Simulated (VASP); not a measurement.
# Cu6Ru (P-3m1) in VASP: relaxation of cell and atoms with PBE

Aim: the relaxation of cell and atoms of Cu6Ru with PBE.

Everything below comes from runs of VASP 6.6.1. Logs are shortened: lines on timing, memory, paths and dates and some standing lists are left out, and cuts for length are marked.

## (1) The cell of the first run

Symmetry: P-3m1, No. 164, trigonal system. Conventional cell: a = 2.629 Å, b = 2.629 Å, c = 29.066 Å, α = 90.00°, β = 90.00°, γ = 120.00°. Within 3.4 Å of Cu (site symmetry 3m) lie 9 Cu at 2.55 to 2.63 Å and 3 Ru at 2.67 Å. Within 3.4 Å of Cu (site symmetry 3m) lie 12 Cu at 2.55 to 2.63 Å. Cu (site symmetry 3m) has 12 Cu at 2.55 to 2.63 Å within 3.4 Å. Cu (site symmetry 3m) has 12 Cu at 2.55 to 2.63 Å within 3.4 Å. Cu (site symmetry 3m) has 12 Cu at 2.55 to 2.63 Å within 3.4 Å. Cu (site symmetry 3m) has 12 Cu at 2.55 to 2.63 Å within 3.4 Å. Ru (site symmetry 3m) has 9 Ru at 2.60 to 2.63 Å and 3 Cu at 2.67 Å within 3.4 Å.

## (2) Relaxation of cell and atoms, PBE

INCAR

```
SYSTEM = Cu6Ru
PREC     = Accurate       ! precision mode
ENCUT    = 600            ! plane-wave cutoff, eV
EDIFF    = 1E-7           ! SCF threshold, eV
ISMEAR   = 0              ! smearing method
SIGMA    = 0.1            ! smearing width, eV
LREAL    = .FALSE.        ! projectors in reciprocal space
LASPH    = .TRUE.         ! aspherical terms in the spheres
NELM     = 60             ! most SCF steps
ALGO     = Fast           ! electronic algorithm
ISIF     = 3              ! what is computed and relaxed
LWAVE    = .FALSE.        ! write WAVECAR
LCHARG   = .FALSE.        ! write CHGCAR
GGA      = PE             ! functional
IBRION   = 2              ! ionic algorithm
NSW      = 100            ! ionic steps
EDIFFG   = -0.01          ! ionic threshold
```

KPOINTS

```
regular mesh
0
G
  12 12 1
  0 0 0
```

POSCAR

```
Cu6Ru
1.0
    2.6288902127      0.0000000000      0.0000000000
   -1.3144451064      2.2766857080      0.0000000000
    0.0000000000      0.0000000000     29.0659359683
Cu Ru
12 2
Direct
    0.6666666667      0.3333333333      0.1120113364
    0.0000000000      0.0000000000      0.1827177157
    0.3333333333      0.6666666667      0.2534801972
    0.6666666667      0.3333333333      0.3238144172
    0.0000000000      0.0000000000      0.3942294810
    0.3333333333      0.6666666667      0.4647737125
    0.6666666667      0.3333333333      0.5352262875
    0.3333333333      0.6666666667      0.6761855828
    0.0000000000      0.0000000000      0.6057705190
    0.3333333333      0.6666666667      0.8879886636
    0.0000000000      0.0000000000      0.8172822843
    0.6666666667      0.3333333333      0.7465198028
    0.3333333333      0.6666666667      0.0363062954
    0.6666666667      0.3333333333      0.9636937046
```

Potentials or basis: VASP PAW PBE potentials, release 64 (Cu, Ru_pv).

On the command line:

```sh
$ cat potpaw_PBE.64/Cu/POTCAR potpaw_PBE.64/Ru_pv/POTCAR > POTCAR
$ mpirun -np 1 vasp_std > vasp.out
```

OUTCAR:

```text
SYSTEM = Cu6Ru
   PREC = Accurate
   ENCUT = 600
   EDIFF = 1E-7
   ISMEAR = 0
   LREAL = .FALSE.
   LASPH = .TRUE.
   NELM = 60
   ISIF = 3
   GGA = PE
   IBRION = 2
   NSW = 100
   EDIFFG = -0.01

 ion  position               nearest neighbor table
   1  0.667  0.333  0.112-   2 2.55   2 2.55   2 2.55  13 2.67  13 2.67  13 2.67
   2  0.000  0.000  0.183-   1 2.55   1 2.55   1 2.55   3 2.56   3 2.56   3 2.56
   3  0.333  0.667  0.253-   4 2.55   4 2.55   4 2.55   2 2.56   2 2.56   2 2.56
   4  0.667  0.333  0.324-   3 2.55   3 2.55   3 2.55   5 2.55   5 2.55   5 2.55
   5  0.000  0.000  0.394-   4 2.55   4 2.55   4 2.55   6 2.55   6 2.55   6 2.55
   6  0.333  0.667  0.465-   7 2.55   7 2.55   7 2.55   5 2.55   5 2.55   5 2.55
   7  0.667  0.333  0.535-   6 2.55   6 2.55   6 2.55   9 2.55   9 2.55   9 2.55
   8  0.333  0.667  0.676-  12 2.55  12 2.55  12 2.55   9 2.55   9 2.55   9 2.55
   9  0.000  0.000  0.606-   8 2.55   8 2.55   8 2.55   7 2.55   7 2.55   7 2.55
  10  0.333  0.667  0.888-  11 2.55  11 2.55  11 2.55  14 2.67  14 2.67  14 2.67
  11  0.000  0.000  0.817-  10 2.55  10 2.55  10 2.55  12 2.56  12 2.56  12 2.56
  12  0.667  0.333  0.747-   8 2.55   8 2.55   8 2.55  11 2.56  11 2.56  11 2.56
  13  0.333  0.667  0.036-  14 2.60  14 2.60  14 2.60   1 2.67   1 2.67   1 2.67
  14  0.667  0.333  0.964-  13 2.60  13 2.60  13 2.60  10 2.67  10 2.67  10 2.67

  LATTYP: Found a hexagonal cell.
 ALAT       =     2.6288902127
 C/A-ratio  =    11.0563521549

  Lattice vectors:

 A1 = (   2.6288902127,   0.0000000000,   0.0000000000)
 A2 = (  -1.3144451064,   2.2766857080,   0.0000000000)
 A3 = (   0.0000000000,   0.0000000000,  29.0659359683)

Analysis of symmetry for initial positions (statically):
=====================================================================
 Subroutine PRICEL returns:
 Original cell was already a primitive cell.

 Routine SETGRP: Setting up the symmetry group for a
 hexagonal supercell.

 Subroutine GETGRP returns: Found 12 space group operations
 (whereof 12 operations were pure point group operations)
 out of a pool of 24 trial point group operations.

The static configuration has the point symmetry D_3d.

Analysis of symmetry for dynamics (positions and initial velocities):
=====================================================================
 Subroutine PRICEL returns:
 Original cell was already a primitive cell.

 Routine SETGRP: Setting up the symmetry group for a
 hexagonal supercell.

 Subroutine GETGRP returns: Found 12 space group operations
 (whereof 12 operations were pure point group operations)
 out of a pool of 24 trial point group operations.

The dynamic configuration has the point symmetry D_3d.
[... 129 lines left out ...]
   NUPDOWN=      -1.0000    fix difference up-down
   EMIN   =  10.00;   EMAX   =-10.00  energy-range for DOS
   EFERMI =   0.00;   METHOD = LEGACY
   ISMEAR =     0;   SIGMA  =   0.10  broadening in eV -4-tet -1-fermi 0-gaus
   EFERMI_NEDOS =   21; number of points for ismear=-14 and -15
   IALGO  =     68    algorithm
   IMIX   =      4    mixing-type and parameters
     AMIX     =   0.40;   BMIX     =  1.00
     AMIX_MAG =   1.60;   BMIX_MAG =  1.00
  volume/ion in A,a.u.               =      12.43        83.85
  Fermi-wavevector in a.u.,A,eV,Ry     =   1.592068  3.008572 34.486411  2.534680
  Thomas-Fermi vector in A             =   2.690510
   LORBIT       =      0    0 simple, 1 ext, 2 COOP (PROOUT), +10 PAW based schemes
   GGA     = PE    functional components
   LHFCALC =     F    Hartree Fock is set to
   AEXX    =    0.0000 exact exchange contribution
   IVDW    =     0    specifies the selected vdW correction
   LEPSILON=     F    determine dielectric tensor
   LRPA    =     F    only Hartree local field effects (RPA)
 conjugate gradient relaxation of ions
 non-spin polarized calculation
 RMM-DIIS sequential band-by-band and
 Gauss-broadening in eV      SIGMA  =   0.10
  energy-cutoff  :      600.00
  volume of cell :      173.96
 maximum number of plane-waves:      5852
 NGX is ok and might be reduce to    24
   NGX = 11   NGY = 11   NGZ =117

--------------------------------------- Ionic step        1  -------------------------------------------

 number of electron     159.9999959 magnetization

 Free energy of the ion-electron system (eV)
  ---------------------------------------------------
  ext. energy  EPLUGINS =         0.00000000
  ---------------------------------------------------
  free energy    TOTEN  =       -62.54828973 eV

  energy without entropy =      -62.52070530  energy(sigma->0) =      -62.53449751

------------------------ aborting loop because EDIFF is reached ----------------------------------------

  FORCE on cell =-STRESS in cart. coord.  units (eV):
  Direction    XX          YY          ZZ          XY          YZ          ZX
  --------------------------------------------------------------------------------------
  -------------------------------------------------------------------------------------
  Total       -0.1721663     -0.1721663      0.7902732      0.0000000      0.0000000      0.0000000
  in kB       -1.5856188     -1.5856188      7.2782667      0.0000000      0.0000000      0.0000000
  external PRESSURE =       1.3690097 kB  Pullay stress =       0.0000000 kB
[... 179 lines left out ...]
--------------------------------------- Ionic step        5  -------------------------------------------

 number of electron     159.9999968 magnetization

 Free energy of the ion-electron system (eV)
  ---------------------------------------------------
  ext. energy  EPLUGINS =         0.00000000
  ---------------------------------------------------
  free energy    TOTEN  =       -62.55148676 eV

  energy without entropy =      -62.52271763  energy(sigma->0) =      -62.53710219

 E-fermi :   8.0188     XC(G=0): -12.7592

 val. band max:        7.9932737831   @ k =   0.1667   0.0833   0.0000
 cond. band min:       8.0224006861   @ k =   0.4167   0.0833   0.0000
 fundamental gap:      0.0291269031
 Fermi energy:         8.0188125012

 k-point     1 :       0.0000    0.0000    0.0000
  band No.  band energies     occupation
      1     -35.4016      2.00000
      2     -34.6845      2.00000
      3     -34.5710      2.00000
      4     -34.5710      2.00000
      5     -34.4705      2.00000
      6     -34.4705      2.00000
[... 1794 lines left out ...]
     91      12.5798      0.00000
     92      12.7431      0.00000
 [bands above 92 left out]

------------------------ aborting loop because EDIFF is reached ----------------------------------------

  FORCE on cell =-STRESS in cart. coord.  units (eV):
  Direction    XX          YY          ZZ          XY          YZ          ZX
  --------------------------------------------------------------------------------------
  -------------------------------------------------------------------------------------
  Total        0.0246628      0.0246628      0.0315027     -0.0000000      0.0000000      0.0000000
  in kB        0.2268733      0.2268733      0.2897943     -0.0000000      0.0000000      0.0000000
  external PRESSURE =       0.2478470 kB  Pullay stress =       0.0000000 kB
[... 29 lines left out ...]
  FREE ENERGIE OF THE ION-ELECTRON SYSTEM (eV)
  ---------------------------------------------------
  free  energy   TOTEN  =       -62.5514867554 eV

  energy  without entropy=      -62.5227176280  energy(sigma->0) =      -62.53710219

 reached required accuracy - stopping structural energy minimisation
```

It took 53 min on 1 thread of Oxide Virtual Turin-like, shared host; peak memory 0.53 GiB.

Results:

```
Free energy                           : -62.5515 eV
Relaxed volume                        : 12.44 Å³/atom
Relaxed cell                          : a = 2.625 Å, b = 2.625 Å, c = 29.187 Å, α = 90.00°, β = 90.00°, γ = 120.00°
Space group after relaxing (to 0.1 Å) : P-3m1 (No. 164)
Energy gained by relaxing             : 0.2 meV/atom
Ionic steps                           : 5
Pressure after relaxing               : 0.0 GPa
Largest force after relaxing          : 0.009 eV/Å
Band gap on the k mesh                : zero (bands 80 and 81 overlap by 4.66 eV)
```

Forces on the atoms (eV/Å):
```
Cu   0.000  0.000 -0.009
Cu   0.000  0.000 -0.003
Cu   0.000  0.000 -0.004
Cu   0.000  0.000 -0.003
Cu   0.000  0.000  0.002
Cu   0.000  0.000  0.001
Cu   0.000  0.000 -0.001
Cu   0.000  0.000  0.003
Cu   0.000  0.000 -0.002
Cu   0.000  0.000  0.009
Cu   0.000  0.000  0.003
Cu   0.000  0.000  0.004
Ru   0.000  0.000 -0.006
Ru   0.000  0.000  0.006
```

The path:
| step | energy change (eV) | largest force (eV/Å) | pressure (GPa) | volume (Å³) |
| --- | --- | --- | --- | --- |
| 1 | 0.0000 | 0.1453 | 0.14 | 173.96 |
| 2 | -0.0028 | 0.0143 | -0.02 | 174.23 |
| 3 | -0.0029 | 0.0360 | -0.07 | 174.29 |
| 4 | -0.0032 | 0.0106 | 0.01 | 174.18 |
| 5 | -0.0032 | 0.0091 | 0.02 | 174.17 |

Final structure:
```yaml
crystal:
  lattice:
    - [2.62496, 0.00000, 0.00000]
    - [-1.31248, 2.27328, 0.00000]
    - [0.00000, 0.00000, 29.18723]
  atoms:
    - { symbol: Cu, position: [0.66667, 0.33333, 0.11202] }
    - { symbol: Cu, position: [0.00000, 0.00000, 0.18277] }
    - { symbol: Cu, position: [0.33333, 0.66667, 0.25340] }
    - { symbol: Cu, position: [0.66667, 0.33333, 0.32383] }
    - { symbol: Cu, position: [0.00000, 0.00000, 0.39424] }
    - { symbol: Cu, position: [0.33333, 0.66667, 0.46480] }
    - { symbol: Cu, position: [0.66667, 0.33333, 0.53520] }
    - { symbol: Cu, position: [0.33333, 0.66667, 0.67617] }
    - { symbol: Cu, position: [0.00000, 0.00000, 0.60576] }
    - { symbol: Cu, position: [0.33333, 0.66667, 0.88798] }
    - { symbol: Cu, position: [0.00000, 0.00000, 0.81723] }
    - { symbol: Cu, position: [0.66667, 0.33333, 0.74660] }
    - { symbol: Ru, position: [0.33333, 0.66667, 0.03605] }
    - { symbol: Ru, position: [0.66667, 0.33333, 0.96395] }
```

Levels at points of the mesh, in eV from the Fermi level:
| k point | band 77 | band 78 | band 79 | band 80 | band 81 | band 82 | band 83 | band 84 |
| --- | --- | --- | --- | --- | --- | --- | --- | --- |
| (0.00, 0.00, 0.00) | -1.84 | -1.71 | -1.71 | -1.63 | -1.63 | -1.57 | -1.57 | -1.25 |
| (0.50, 0.00, 0.00) | 0.28 | 0.70 | 0.74 | 0.80 | 1.03 | 1.04 | 1.28 | 1.35 |

The gap in the log of VASP goes by the Fermi energy; the results here count the filled bands.